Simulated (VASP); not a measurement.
# MoP4 (C2/c) in VASP: notebook

The runs below take MoP4 through single point, with PBEsol.

All numbers are computed with VASP 6.6.1; they aren't measurements. Logs are shortened: lines on timing, memory, paths and dates and some standing lists are left out, and cuts for length are marked.

## 1. The cell of the first run

Symmetry: C2/c, No. 15, monoclinic system. The conventional cell has a = 5.347 Å, b = 11.226 Å, c = 5.768 Å, α = 90.00°, β = 110.74°, γ = 90.00°. Mo (site symmetry 2) has 6 P at 2.39 to 2.45 Å and 2 Mo at 3.16 Å within 3.2 Å. Within 2.9 Å of P (site symmetry 1) lie 2 P at 2.22 to 2.24 Å and 2 Mo at 2.39 to 2.45 Å. Within 2.9 Å of P (site symmetry 1) lie 3 P at 2.22 to 2.24 Å and 1 Mo at 2.45 Å.

## 2. Single point, PBEsol (biaxial strain in the a-b plane: +1.0 %, then relaxed in part)

The input, INCAR:

```
SYSTEM = MoP4
PREC = Accurate ; ENCUT = 500
EDIFF = 1E-6 ; ISMEAR = 0
SIGMA = 0.1 ; LREAL = .FALSE.
LASPH = .TRUE. ; NELM = 120
ALGO = Normal ; ISIF = 2
LWAVE = .FALSE. ; LCHARG = .FALSE.
GGA = PS ; NBANDS = 45
GGA_COMPAT = .FALSE.
```

The input, KPOINTS:

```
regular mesh
0
G
  8 8 8
  0 0 0
```

The input, POSCAR:

```
MoP4
1.0
    2.6733579537     -5.6127892346      0.0053894860
    2.6733579537      5.6127892346      0.0053894860
   -2.0533847131      0.0000000000      5.3902198821
Mo P
2 8
Direct
    0.9420878526      0.0579121474      0.2500000000
    0.0579121474      0.9420878526      0.7500000000
    0.1832999696      0.3735045531      0.6833982794
    0.6264954469      0.8167000304      0.8166017206
    0.8167000304      0.6264954469      0.3166017206
    0.3735045531      0.1832999696      0.1833982794
    0.0566541055      0.4982453285      0.1909247949
    0.5017546715      0.9433458945      0.3090752051
    0.9433458945      0.5017546715      0.8090752051
    0.4982453285      0.0566541055      0.6909247949
```

Potentials or basis: VASP PAW PBE potentials, release 64 (Mo_sv, P).

Launch:

```bash
cat potpaw_PBE.64/Mo_sv/POTCAR potpaw_PBE.64/P/POTCAR > POTCAR
mpirun -np 1 vasp_std > vasp.out
```

OUTCAR:

```text
SYSTEM = MoP4
   PREC = Accurate
   ENCUT = 500
   EDIFF = 1E-6
   ISMEAR = 0
   LREAL = .FALSE.
   LASPH = .TRUE.
   NELM = 120
   ISIF = 2
   GGA = PS

 ion  position               nearest neighbor table
   1  0.942  0.058  0.250-   5 2.39   6 2.39   3 2.45   4 2.45   7 2.45   8 2.45   2 3.16   2 3.16

   2  0.058  0.942  0.750-   3 2.39   4 2.39   5 2.45   6 2.45   9 2.45  10 2.45   1 3.16   1 3.16

   3  0.183  0.374  0.683-   4 2.22   9 2.24   2 2.39   1 2.45
   4  0.626  0.817  0.817-   3 2.22  10 2.24   2 2.39   1 2.45
   5  0.817  0.626  0.317-   6 2.22   7 2.24   1 2.39   2 2.45
   6  0.374  0.183  0.183-   5 2.22   8 2.24   1 2.39   2 2.45
   7  0.057  0.498  0.191-   9 2.22   8 2.23   5 2.24   1 2.45
   8  0.502  0.943  0.309-  10 2.22   7 2.23   6 2.24   1 2.45
   9  0.943  0.502  0.809-   7 2.22  10 2.23   3 2.24   2 2.45
  10  0.498  0.057  0.691-   8 2.22   9 2.23   4 2.24   2 2.45

  LATTYP: Found a base centered monoclinic cell.
 ALAT       =     5.3467267726
 B/A-ratio  =     2.0995234929
 C/A-ratio  =     1.0788076476
 COS(beta)  =    -0.3541057753

  Lattice vectors:

 A1 = (   2.6733579537,  -5.6127892346,   0.0053894860)
 A2 = (   2.6733579537,   5.6127892346,   0.0053894860)
 A3 = (  -2.0533847131,   0.0000000000,   5.3902198821)

Analysis of symmetry for initial positions (statically):
=====================================================================
 Subroutine PRICEL returns:
 Original cell was already a primitive cell.

 Routine SETGRP: Setting up the symmetry group for a
 base centered monoclinic supercell.

 Subroutine GETGRP returns: Found  4 space group operations
 (whereof  2 operations were pure point group operations)
 out of a pool of  4 trial point group operations.

The static configuration has the point symmetry S_2 .
 The point group associated with its full space group is C_2h.

Analysis of symmetry for dynamics (positions and initial velocities):
=====================================================================
 Subroutine PRICEL returns:
 Original cell was already a primitive cell.

 Routine SETGRP: Setting up the symmetry group for a
 base centered monoclinic supercell.

 Subroutine GETGRP returns: Found  4 space group operations
 (whereof  2 operations were pure point group operations)
 out of a pool of  4 trial point group operations.

The dynamic configuration has the point symmetry S_2 .
 The point group associated with its full space group is C_2h.

 Subroutine INISYM returns: Found  4 space group operations
[... 123 lines left out ...]
   PSTRESS=    0.0 pullay stress
   NELECT =      68.0000    total number of electrons
   NUPDOWN=      -1.0000    fix difference up-down
   EMIN   =  10.00;   EMAX   =-10.00  energy-range for DOS
   EFERMI =   0.00;   METHOD = LEGACY
   ISMEAR =     0;   SIGMA  =   0.10  broadening in eV -4-tet -1-fermi 0-gaus
   EFERMI_NEDOS =   21; number of points for ismear=-14 and -15
   IALGO  =     38    algorithm
   IMIX   =      4    mixing-type and parameters
     AMIX     =   0.40;   BMIX     =  1.00
     AMIX_MAG =   1.60;   BMIX_MAG =  1.00
  volume/ion in A,a.u.               =      16.19       109.25
  Fermi-wavevector in a.u.,A,eV,Ry     =   1.226053  2.316904 20.452357  1.503206
  Thomas-Fermi vector in A             =   2.361068
   LORBIT       =      0    0 simple, 1 ext, 2 COOP (PROOUT), +10 PAW based schemes
   GGA     = PS    functional components
   LHFCALC =     F    Hartree Fock is set to
   AEXX    =    0.0000 exact exchange contribution
   IVDW    =     0    specifies the selected vdW correction
   LEPSILON=     F    determine dielectric tensor
   LRPA    =     F    only Hartree local field effects (RPA)
 non-spin polarized calculation
 Gauss-broadening in eV      SIGMA  =   0.10
  energy-cutoff  :      500.00
  volume of cell :      161.88
 maximum number of plane-waves:      4143
 NGX is ok and might be reduce to    48
   NGX = 23   NGY = 23   NGZ = 21

 number of electron      68.0000000 magnetization

 Free energy of the ion-electron system (eV)
  ---------------------------------------------------
  ext. energy  EPLUGINS =         0.00000000
  ---------------------------------------------------
  free energy    TOTEN  =       -73.72655723 eV

  energy without entropy =      -73.72217790  energy(sigma->0) =      -73.72436757

 E-fermi :   9.1748     XC(G=0): -11.2383

 val. band max:        9.1333937599   @ k =   0.2500   0.2500  -0.0000
 cond. band min:       9.1863121115   @ k =   0.1250  -0.0000  -0.0000
 fundamental gap:      0.0529183517
 Fermi energy:         9.1748251315

 k-point     1 :       0.0000    0.0000    0.0000
  band No.  band energies     occupation
      1     -51.6710      2.00000
      2     -51.6499      2.00000
      3     -26.0903      2.00000
      4     -25.8825      2.00000
      5     -25.8780      2.00000
      6     -25.8583      2.00000
[... 1141 lines left out ...]
     44      12.3416      0.00000
     45      12.6158      0.00000

 [... further k-points ...]

------------------------ aborting loop because EDIFF is reached ----------------------------------------

  FORCE on cell =-STRESS in cart. coord.  units (eV):
  Direction    XX          YY          ZZ          XY          YZ          ZX
  --------------------------------------------------------------------------------------
  -------------------------------------------------------------------------------------
  Total       -3.9750284     -3.8304292      0.0762184      0.0000000      0.0000000     -0.0210340
  in kB      -39.3409721    -37.9098700      0.7543359      0.0000000      0.0000000     -0.2081744
  external PRESSURE =     -25.4988354 kB  Pullay stress =       0.0000000 kB

 VOLUME and BASIS-vectors are now :
 -----------------------------------------------------------------------------
  energy-cutoff  :      500.00
  volume of cell :      161.88
      direct lattice vectors                 reciprocal lattice vectors
     2.673357954 -5.612789235  0.005389486     0.186887169 -0.089082269  0.071193989
     2.673357954  5.612789235  0.005389486     0.186887169  0.089082269  0.071193989
    -2.053384713  0.000000000  5.390219882    -0.000373723  0.000000000  0.185378820

 POSITION                                       TOTAL-FORCE (eV/Angst)
 -----------------------------------------------------------------------------------
      2.16001     -4.96269      1.35294        -0.000000     -0.005545      0.000000
      1.13332      4.96269      4.04805        -0.000000      0.005545      0.000000
      0.08526      1.06758      3.68667         0.020150      0.020755      0.018685
      2.18138      1.06758      4.40944        -0.020150      0.020755     -0.018685
      3.20807     -1.06758      1.71433        -0.020150     -0.020755     -0.018685
      1.11195     -1.06758      0.99156         0.020150     -0.020755      0.018685
      1.09140      2.47856      1.03212         0.027614      0.021947     -0.007486
      3.22862      2.47856      1.67377        -0.027614      0.021947      0.007486
      2.20193     -2.47856      4.36888        -0.027614     -0.021947      0.007486
      0.06471     -2.47856      3.72723         0.027614     -0.021947     -0.007486
 -----------------------------------------------------------------------------------
    total drift:                                0.000000     -0.000000     -0.000000

  FREE ENERGIE OF THE ION-ELECTRON SYSTEM (eV)
  ---------------------------------------------------
  free  energy   TOTEN  =       -73.7265572336 eV

  energy  without entropy=      -73.7221779039  energy(sigma->0) =      -73.72436757
```

OSZICAR:

```text
N       E                     dE             d eps       ncg     rms          rms(c)
DAV:   1     0.432551055526E+03    0.43255E+03   -0.34654E+04 14708   0.135E+03
DAV:   2    -0.492654524823E+02   -0.48182E+03   -0.46498E+03 16167   0.315E+02
DAV:   3    -0.749073317289E+02   -0.25642E+02   -0.25190E+02 17166   0.642E+01
DAV:   4    -0.754750680013E+02   -0.56774E+00   -0.56336E+00 17104   0.971E+00
DAV:   5    -0.754876579632E+02   -0.12590E-01   -0.12568E-01 16698   0.138E+00    0.304E+01
DAV:   6    -0.741919419523E+02    0.12957E+01   -0.55347E+00 16181   0.107E+01    0.111E+01
DAV:   7    -0.739533890103E+02    0.23855E+00   -0.27271E+00 16648   0.678E+00    0.795E+00
DAV:   8    -0.737284679032E+02    0.22492E+00   -0.94818E-01 15876   0.456E+00    0.155E+00
DAV:   9    -0.737278930637E+02    0.57484E-03   -0.61500E-02 16869   0.966E-01    0.686E-01
DAV:  10    -0.737265207265E+02    0.13723E-02   -0.79117E-03 15882   0.430E-01    0.149E-01
DAV:  11    -0.737265404831E+02   -0.19757E-04   -0.60790E-04 16821   0.112E-01    0.669E-02
DAV:  12    -0.737265519537E+02   -0.11471E-04   -0.43775E-05 17273   0.289E-02    0.444E-02
DAV:  13    -0.737265575650E+02   -0.56114E-05   -0.20918E-05 16935   0.217E-02    0.760E-03
DAV:  14    -0.737265572336E+02    0.33141E-06   -0.22056E-06 11340   0.738E-03
   1 F= -.73726557E+02 E0= -.73724368E+02  d E =-.437933E-02
```

stdout:

```text
POSCAR found type information on POSCAR MoP
 POSCAR found :  2 types and      10 ions
 scaLAPACK will be used
 -----------------------------------------------------------------------------
|                                                                             |
|                                                                             |
|     You enforced a specific xc type in the INCAR file but a different       |
|     I HOPE YOU KNOW WHAT YOU ARE DOING!                                     |
|                                                                             |
 -----------------------------------------------------------------------------

 LDA part: xc-table for (Slater+PW92), standard interpolation
 POSCAR, INCAR and KPOINTS ok, starting setup
 FFT: planning ... GRIDC
 FFT: planning ... GRID_SOFT
 FFT: planning ... GRID
 WAVECAR not read
 entering main loop
```

Wall time 7.6 min (1 thread of Intel Xeon 6975P-C (Granite Rapids), shared host); peak memory 0.83 GiB.

Results:

```
Free energy            : -73.7266 eV
Pressure               : -2.5 GPa
Largest force          : 0.036 eV/Å
Band gap on the k mesh : zero (bands 34 and 35 overlap by 0.20 eV)
```

Forces in eV/Å, atoms in the order of the input:
```
Mo   0.000 -0.006  0.000
Mo   0.000  0.006  0.000
P    0.020  0.021  0.019
P   -0.020  0.021 -0.019
P   -0.020 -0.021 -0.019
P    0.020 -0.021  0.019
P    0.028  0.022 -0.007
P   -0.028  0.022  0.007
P   -0.028 -0.022  0.007
P    0.028 -0.022 -0.007
```

Caveat: the cell differs from its parent crystal (biaxial strain in the a-b plane: +1.0 %, then relaxed in part); the PAW data sets were made with another functional, which shifts forces and pressure a little.

(Continued in part 2 of 2.)
